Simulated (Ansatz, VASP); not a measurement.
**Two plane-wave programs on ZrB2**

The input INCAR:

```
  PREC = Accurate
  ENCUT = 520
  EDIFF = 1E-7
  ISMEAR = 0
  SIGMA = 0.1
  LREAL = False
  LASPH = True
  NELM = 80
  ALGO = Normal
  ISIF = 2
  LWAVE = False
  LCHARG = True
  GGA = PE
  LELF = True
  LVHAR = True
  NBANDS = 16
```

File KPOINTS:

```
regular mesh
0
Gamma
  6 6 6
```

The input POSCAR:

```
ZrB2
1.0
    3.1649997100      0.0000000000      0.0000000000
   -1.5824998600      2.7409701500      0.0000000000
    0.0000000000      0.0000000000      3.5199999800
Zr B
1 2
Direct
    0.0000000000      0.0000000000      0.0000000000
    0.3333333300      0.6666666700      0.5000000000
    0.6666666700      0.3333333300      0.5000000000
```

Input for Ansatz:

```yaml
crystal:
  lattice:
    - [3.16499971, 0.0, 0.0]
    - [-1.58249986, 2.74097015, 0.0]
    - [0.0, 0.0, 3.51999998]
  atoms:
    - { symbol: Zr, position: [0.0, 0.0, 0.0] }
    - { symbol: B, position: [0.33333333, 0.66666667, 0.5] }
    - { symbol: B, position: [0.66666667, 0.33333333, 0.5] }
basis:
  ecutwfc: 420
kpoints:
  mp_grid: { grid: [6, 6, 6] }
hamiltonian:
  xc: pbe
scf:
  occupations: { method: gaussian, width: 0.1 }
  lower_state_search: "off"
output:
  forces: true
  stress: true
  eigenvalues: true
```

Alike in both runs: task single point; functional PBE; k mesh 6 × 6 × 6; occupations gaussian, width 0.1 eV; no spin polarisation.

|  | VASP | Ansatz |
| --- | --- | --- |
| version | VASP 6.6.1 | Ansatz 0.2.0 |
| potentials or method | VASP PAW PBE potentials, release 64 (Zr_sv, B), cutoff 520 eV | scalar-relativistic, plane waves, PAW |
| valence electrons in the cell | 18 | 18 |

Ansatz gave:

- gap on the k mesh at the Fermi level (eV): none
- pressure (GPa): 2.6
- traceless stress, the component that is largest in VASP (GPa): -0.36

Question: Which values does VASP return?

Answer: gap on the k mesh at the Fermi level (eV): none; pressure (GPa): 2.8; traceless stress, the component that is largest in VASP (GPa): -0.32.

A gap of «none» marks a metal or a gap that the smearing closes. With one functional, cell and mesh, what is left measures potentials, basis and numerics.

The k mesh is coarse, so the values compare programs but aren't converged.
